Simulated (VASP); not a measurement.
# CoO (F-43m) in VASP: notebook

CoO is run at these levels: PBE; tasks: single point.

Program: VASP 6.6.1. These are calculated values, not measurements. Logs are shortened: lines on timing, memory, paths and dates and some standing lists are left out, and cuts for length are marked.

### Step 1. The cell of the first run

The structure is cubic, space group F-43m (No. 216). Conventional cell: a = 4.592 Å, b = 4.592 Å, c = 4.592 Å, α = 90.00°, β = 90.00°, γ = 90.00°. Within 2.6 Å of Co (site symmetry -43m) lie 4 O at 1.99 Å. Within 2.6 Å of O (site symmetry -43m) lie 4 Co at 1.99 Å.

### Step 2. Single point, PBE, collinear spin, ferromagnetic start

Contents of INCAR:

```
ALGO = Normal ; EDIFF = 1E-7
ENCUT = 520 ; GGA = PE
ISIF = 2 ; ISMEAR = -1
ISPIN = 2 ; LASPH = T
LCHARG = T ; LELF = T
LMAXMIX = 4 ; LORBIT = 11
LREAL = F ; LVHAR = T
LWAVE = F ; MAGMOM = 2 0
NBANDS = 18 ; NELM = 150
PREC = Accurate ; SIGMA = 0.05
```

Contents of KPOINTS:

```
k-points
0
Gamma
  10 10 10
```

Contents of POSCAR:

```
CoO
1.0
    0.0000000000      2.2957989903      2.2957989903
    2.2957989903      0.0000000000      2.2957989903
    2.2957989903      2.2957989903      0.0000000000
Co O
1 1
Direct
    0.0000000000      0.0000000000      0.0000000000
    0.2500000000      0.2500000000      0.2500000000
```

Potentials or basis: VASP PAW PBE potentials, release 64 (Co, O).

On the command line:

```console
$ cat potpaw_PBE.64/Co/POTCAR potpaw_PBE.64/O/POTCAR > POTCAR
$ mpirun -np 1 vasp_std > vasp.out
```

OUTCAR:

```text
EDIFF = 1E-7
   ENCUT = 520
   GGA = PE
   ISIF = 2
   ISMEAR = -1
   ISPIN = 2
   LASPH = T
   LORBIT = 11
   LREAL = F
   NELM = 150
   PREC = Accurate

 ion  position               nearest neighbor table
   1  0.000  0.000  0.000-   2 1.99   2 1.99   2 1.99   2 1.99
   2  0.250  0.250  0.250-   1 1.99   1 1.99   1 1.99   1 1.99

  LATTYP: Found a face centered cubic cell.
 ALAT       =     4.5915979806

  Lattice vectors:

 A1 = (   0.0000000000,   2.2957989903,   2.2957989903)
 A2 = (   2.2957989903,   0.0000000000,   2.2957989903)
 A3 = (   2.2957989903,   2.2957989903,   0.0000000000)

Analysis of symmetry for initial positions (statically):
=====================================================================
 Subroutine PRICEL returns:
 Original cell was already a primitive cell.

 Routine SETGRP: Setting up the symmetry group for a
 face centered cubic supercell.

 Subroutine GETGRP returns: Found 24 space group operations
 (whereof 24 operations were pure point group operations)
 out of a pool of 48 trial point group operations.

The static configuration has the point symmetry T_d .

Analysis of symmetry for dynamics (positions and initial velocities):
=====================================================================
 Subroutine PRICEL returns:
 Original cell was already a primitive cell.

 Routine SETGRP: Setting up the symmetry group for a
 face centered cubic supercell.

 Subroutine GETGRP returns: Found 24 space group operations
 (whereof 24 operations were pure point group operations)
 out of a pool of 48 trial point group operations.

The dynamic configuration has the point symmetry T_d .

Analysis of structural, dynamic, and magnetic symmetry:
=====================================================================
 Subroutine PRICEL returns:
 Original cell was already a primitive cell.

 Routine SETGRP: Setting up the symmetry group for a
 face centered cubic supercell.

 Subroutine GETGRP returns: Found 24 space group operations
 (whereof 24 operations were pure point group operations)
 out of a pool of 48 trial point group operations.

The overall configuration has the point symmetry T_d .

 Subroutine INISYM returns: Found 24 space group operations
 (whereof 24 operations are pure point group operations),
 and found     1 'primitive' translations

----------------------------------------------------------------------------------------

                                     Primitive cell

  volume of cell :      24.2009

  direct lattice vectors                    reciprocal lattice vectors
     0.000000000  2.295798990  2.295798990    -0.217789102  0.217789102  0.217789102
     2.295798990  0.000000000  2.295798990     0.217789102 -0.217789102  0.217789102
     2.295798990  2.295798990  0.000000000     0.217789102  0.217789102 -0.217789102

  length of vectors
     3.246750069  3.246750069  3.246750069     0.377221790  0.377221790  0.377221790

  position of ions in fractional coordinates (direct lattice)
     0.000000000  0.000000000  0.000000000
     0.250000000  0.250000000  0.250000000

  ion indices of the primitive-cell ions
   primitive index   ion index
                 1           1
                 2           2

----------------------------------------------------------------------------------------

 KPOINTS: k-points

Automatic generation of k-mesh.
 Grid dimensions read from file:
 generate k-points for:   10   10   10

 Generating k-lattice:

  Cartesian coordinates                     Fractional coordinates (reciprocal lattice)
    -0.021778910  0.021778910  0.021778910     0.100000000  0.000000000  0.000000000
     0.021778910 -0.021778910  0.021778910     0.000000000  0.100000000  0.000000000
     0.021778910  0.021778910 -0.021778910     0.000000000  0.000000000  0.100000000

  Length of vectors
     0.037722179  0.037722179  0.037722179

  Shift w.r.t. Gamma in fractional coordinates (k-lattice)
     0.000000000  0.000000000  0.000000000

 Subroutine IBZKPT returns following result:
 ===========================================

 Found     47 irreducible k-points:

 Following reciprocal coordinates:
            Coordinates               Weight
  0.000000  0.000000  0.000000      1.000000
  0.100000  0.000000  0.000000      8.000000
  0.200000  0.000000  0.000000      8.000000
  0.300000  0.000000  0.000000      8.000000
  0.400000  0.000000  0.000000      8.000000
  0.500000  0.000000  0.000000      4.000000
[... 16 lines left out ...]
  0.300000  0.300000  0.000000      6.000000
  0.400000  0.300000  0.000000     24.000000
 [... further k-points ...]
   k-points           NKPTS =     47   k-points in BZ     NKDIM =     47   number of bands    NBANDS=     18
   number of dos      NEDOS =    301   number of ions     NIONS =      2
   total plane-waves  NPLWV =  13824
   dimension x,y,z NGX =    24 NGY =   24 NGZ =   24
   dimension x,y,z NGXF=    48 NGYF=   48 NGZF=   48
   ions per type =               1   1
   NGX,Y,Z   is equivalent  to a cutoff of  12.29, 12.29, 12.29 a.u.
   NGXF,Y,Z  is equivalent  to a cutoff of  24.58, 24.58, 24.58 a.u.
 SYSTEM =  unknown system
   PREC   = accura    normal or accurate (medium, high low for compatibility)
   ISTART =      0    job   : 0-new  1-cont  2-samecut
   ICHARG =      2    charge: 1-file 2-atom 10-const
   ISPIN  =      2    spin polarized calculation?
   LNONCOLLINEAR =      F non collinear calculations
   LSORBIT =      F    spin-orbit coupling
   LASPH  =      T    aspherical Exc in radial PAW
   ENCUT  =  520.0 eV  38.22 Ry    6.18 a.u.   6.04  6.04  6.04*2*pi/ulx,y,z
   NELM   =    150;   NELMIN=  2; NELMDL= -5     # of ELM steps
   EDIFF  = 0.1E-06   stopping-criterion for ELM
   LREAL  =      F    real-space projection
   EDIFFG = 0.1E-05   stopping-criterion for IOM
   NSW    =      0    number of steps for IOM
   IBRION =     -1    ionic relax: 0-MD 1-quasi-New 2-CG
   NFREE  =      0    steps in history (QN), initial steepest desc. (CG)
   ISIF   =      2    stress and relaxation
   ISYM   =      2    0-nonsym 1-usesym 2-fastsym
   POTIM  = 0.5000    time-step for ionic-motion
   TEBEG  =    0.0;   TEEND  =   0.0 temperature during run
   PSTRESS=    0.0 pullay stress
   NELECT =      15.0000    total number of electrons
   NUPDOWN=      -1.0000    fix difference up-down
   EMIN   =  10.00;   EMAX   =-10.00  energy-range for DOS
   EFERMI =   0.00;   METHOD = LEGACY
   ISMEAR =    -1;   SIGMA  =   0.05  broadening in eV -4-tet -1-fermi 0-gaus
   EFERMI_NEDOS =   21; number of points for ismear=-14 and -15
   IALGO  =     38    algorithm
   IMIX   =      4    mixing-type and parameters
     AMIX     =   0.40;   BMIX     =  1.00
     AMIX_MAG =   1.60;   BMIX_MAG =  1.00
  volume/ion in A,a.u.               =      12.10        81.66
  Fermi-wavevector in a.u.,A,eV,Ry     =   1.395816  2.637709 26.508248  1.948301
  Thomas-Fermi vector in A             =   2.519231
   LORBIT       =     11    0 simple, 1 ext, 2 COOP (PROOUT), +10 PAW based schemes
   GGA     = PE    functional components
   LHFCALC =     F    Hartree Fock is set to
   AEXX    =    0.0000 exact exchange contribution
   IVDW    =     0    specifies the selected vdW correction
   LEPSILON=     F    determine dielectric tensor
   LRPA    =     F    only Hartree local field effects (RPA)
 spin polarized calculation
  energy-cutoff  :      520.00
  volume of cell :       24.20
 maximum number of plane-waves:       666
   NGX = 13   NGY = 13   NGZ = 13

 number of electron      14.9999998 magnetization       2.9004673

 Free energy of the ion-electron system (eV)
  ---------------------------------------------------
  ext. energy  EPLUGINS =         0.00000000
  ---------------------------------------------------
  free energy    TOTEN  =       -13.34546469 eV

  energy without entropy =      -13.33230295  energy(sigma->0) =      -13.33888382

 E-fermi :   5.3269     XC(G=0): -10.8988

 val. band max:        5.2972100097   @ k =  -0.4000   0.5000   0.1000
 cond. band min:       5.3277017754   @ k =   0.1000   0.1000   0.0000
 fundamental gap:      0.0304917657
 Fermi energy:         5.3268608657

 spin component 1

 k-point     1 :       0.0000    0.0000    0.0000
  band No.  band energies     occupation
      1     -14.2126      1.00000
      2      -0.4604      1.00000
      3      -0.4604      1.00000
      4      -0.4604      1.00000
      5       3.1388      1.00000
      6       3.1388      1.00000
[... 10 lines left out ...]
     17      25.2541      0.00000
     18      27.5071      0.00000

 k-point     2 :       0.1000    0.0000    0.0000
  band No.  band energies     occupation
      1     -14.1611      1.00000
      2      -0.5918      1.00000
      3      -0.4234      1.00000
      4      -0.4234      1.00000
      5       3.1172      1.00000
      6       3.1172      1.00000
[... 10 lines left out ...]
     17      27.2095      0.00000
     18      28.5395      0.00000
[... 442 lines left out ...]
 k-point    24 :       0.4000    0.3000    0.0000
  band No.  band energies     occupation
      1     -13.6316      1.00000
      2      -1.2480      1.00000
      3       0.1042      1.00000
      4       0.1399      1.00000
      5       2.4539      1.00000
      6       3.3291      1.00000
[... 10 lines left out ...]
     17      31.2668      0.00000
     18      33.0357      0.00000

 [... further k-points ...]

 spin component 2

 k-point     1 :       0.0000    0.0000    0.0000
  band No.  band energies     occupation
      1     -13.6566      1.00000
      2       0.8262      1.00000
      3       0.8262      1.00000
      4       0.8263      1.00000
      5       4.8843      0.99986
      6       4.8845      0.99986
[... 10 lines left out ...]
     17      25.6578      0.00000
     18      27.9127      0.00000

 k-point     2 :       0.1000    0.0000    0.0000
  band No.  band energies     occupation
      1     -13.6025      1.00000
      2       0.5962      1.00000
      3       0.8495      1.00000
      4       0.8496      1.00000
      5       4.8745      0.99988
      6       4.8748      0.99988
[... 10 lines left out ...]
     17      27.6556      0.00000
     18      29.0077      0.00000
[... 442 lines left out ...]
 k-point    24 :       0.4000    0.3000    0.0000
  band No.  band energies     occupation
      1     -13.0418      1.00000
      2      -0.5358      1.00000
      3       1.0518      1.00000
      4       1.1269      1.00000
      5       4.5896      1.00000
      6       5.1530      0.97003
[... 10 lines left out ...]
     17      31.7624      0.00000
     18      33.5460      0.00000

 [... further k-points ...]
[... 5 lines left out ...]
  --------------------------------------------------------------------------------------
  -------------------------------------------------------------------------------------
  Total       -1.0292565     -1.0292565     -1.0292565      0.0000000      0.0000000      0.0000000
  in kB      -68.1400769    -68.1400769    -68.1400769      0.0000000      0.0000000      0.0000000
  external PRESSURE =     -68.1400769 kB  Pullay stress =       0.0000000 kB

 VOLUME and BASIS-vectors are now :
 -----------------------------------------------------------------------------
  energy-cutoff  :      520.00
  volume of cell :       24.20
      direct lattice vectors                 reciprocal lattice vectors
     0.000000000  2.295798990  2.295798990    -0.217789102  0.217789102  0.217789102
     2.295798990  0.000000000  2.295798990     0.217789102 -0.217789102  0.217789102
     2.295798990  2.295798990  0.000000000     0.217789102  0.217789102 -0.217789102

 POSITION                                       TOTAL-FORCE (eV/Angst)
 -----------------------------------------------------------------------------------
      0.00000      0.00000      0.00000        -0.000000     -0.000000     -0.000000
      1.14790      1.14790      1.14790         0.000000      0.000000      0.000000
 -----------------------------------------------------------------------------------
    total drift:                                0.000001      0.000001      0.000001

  FREE ENERGIE OF THE ION-ELECTRON SYSTEM (eV)
  ---------------------------------------------------
  free  energy   TOTEN  =       -13.3454646915 eV

  energy  without entropy=      -13.3323029476  energy(sigma->0) =      -13.33888382

 total charge

# of ion       s       p       d       tot
------------------------------------------
    1        0.327   0.403   7.161   7.892
    2        1.551   3.417   0.000   4.968
--------------------------------------------------
tot          1.878   3.820   7.161  12.860

 magnetization (x)

# of ion       s       p       d       tot
------------------------------------------
    1        0.019   0.047   2.421   2.487
    2        0.021   0.295   0.000   0.316
--------------------------------------------------
tot          0.040   0.342   2.421   2.803
```

Wall time 22 s (1 thread of Intel Xeon 6975P-C (Granite Rapids), shared host); peak memory 0.17 GiB.

What came out:

* Free energy: -13.3455 eV
* Pressure: -6.8 GPa
* Net moment: 2.90 μB per cell
* Site moments: Co +2.49; O +0.32 μB
* Valence electrons inside the program's atomic spheres: Co 7.89; O 4.97

Levels at points of the mesh, in eV from the Fermi level:
Spin up:
```csv
k point,band 7,band 8,band 9,band 10,band 11,band 12
"(0.00, 0.00, 0.00)",0.11,0.16,0.16,0.16,13.80,13.80
"(0.50, 0.00, 0.00)",-2.16,-0.61,-0.61,5.50,6.81,13.27
"(0.50, 0.50, 0.00)",-1.80,-1.80,-1.54,5.06,9.45,10.89
```
Spin down:
| k point | band 3 | band 4 | band 5 | band 6 | band 7 | band 8 | band 9 | band 10 |
| --- | --- | --- | --- | --- | --- | --- | --- | --- |
| (0.00, 0.00, 0.00) | -4.50 | -4.50 | -0.44 | -0.44 | 0.65 | 2.58 | 2.58 | 2.58 |
| (0.50, 0.00, 0.00) | -4.31 | -4.31 | -0.22 | -0.22 | 0.37 | 1.75 | 1.75 | 6.01 |
| (0.50, 0.50, 0.00) | -4.08 | -4.08 | -0.54 | -0.11 | 0.05 | 1.04 | 1.04 | 6.07 |

Caveat: a cell with one magnetic atom can't hold antiferromagnetic order, which such compounds often take; semilocal functionals often make such compounds metallic where correlation or magnetic order opens a gap, which also shifts bond lengths. With open d or f shells a metallic result of PBE can be an artefact of self-interaction; +U or a hybrid may open a gap.

### Step 3. Single point, PBE, collinear spin, ferromagnetic start

This run uses another cell than the first one, of 12.36 Å³/atom, 1.021 times its volume.

Contents of INCAR:

```
PREC = Accurate
ENCUT = 520
EDIFF = 1E-6
ISMEAR = -1
SIGMA = 0.05
LREAL = False
LASPH = True
NELM = 150
ALGO = Normal
ISIF = 2
LWAVE = False
LCHARG = False
ISPIN = 2
MAGMOM = 2 0
LORBIT = 11
LMAXMIX = 4
GGA = PE
NBANDS = 18
```

Contents of KPOINTS:

```
regular mesh
0
Gamma
  10 10 10
```

Contents of POSCAR:

```
CoO
1.0
    0.0000000000      2.3119671215      2.3119671215
    2.3119671215      0.0000000000      2.3119671215
    2.3119671215      2.3119671215      0.0000000000
Co O
1 1
Direct
    0.0000000000      0.0000000000      0.0000000000
    0.2500000000      0.2500000000      0.2500000000
```

Potentials or basis: VASP PAW PBE potentials, release 64 (Co, O).

On the command line:

```console
$ cat potpaw_PBE.64/Co/POTCAR potpaw_PBE.64/O/POTCAR > POTCAR
$ mpirun -np 1 vasp_std > vasp.out
```

Run time: 18 s. Hardware: 1 thread of Intel Xeon 6975P-C (Granite Rapids), shared host; peak memory 0.16 GiB.

The run converged. Its results:

* Free energy: -13.3207 eV
* Pressure: -8.8 GPa
* Net moment: 2.93 μB per cell
* Site moments: Co +2.51; O +0.32 μB
* Valence electrons inside the program's atomic spheres: Co 7.86; O 4.96

Levels at points of the mesh, in eV from the Fermi level:
Spin up:
| k point | band 7 | band 8 | band 9 | band 10 | band 11 | band 12 |
| --- | --- | --- | --- | --- | --- | --- |
| (0.00, 0.00, 0.00) | 0.09 | 0.11 | 0.11 | 0.11 | 13.65 | 13.65 |
| (0.50, 0.00, 0.00) | -2.16 | -0.64 | -0.64 | 5.41 | 6.73 | 13.13 |
| (0.50, 0.50, 0.00) | -1.82 | -1.82 | -1.54 | 5.01 | 9.26 | 10.80 |
Spin down:
```
           k point  band 4  band 5  band 6  band 7  band 8  band 9
(0.00, 0.00, 0.00)   -4.36   -0.42   -0.42    0.63    2.55    2.55
(0.50, 0.00, 0.00)   -4.18   -0.21   -0.20    0.40    1.74    1.74
(0.50, 0.50, 0.00)   -3.96   -0.47   -0.10    0.06    1.05    1.05
```

Caveat: a cell with one magnetic atom can't hold antiferromagnetic order, which such compounds often take; semilocal functionals often make such compounds metallic where correlation or magnetic order opens a gap, which also shifts bond lengths. With open d or f shells a metallic result of PBE can be an artefact of self-interaction; +U or a hybrid may open a gap.
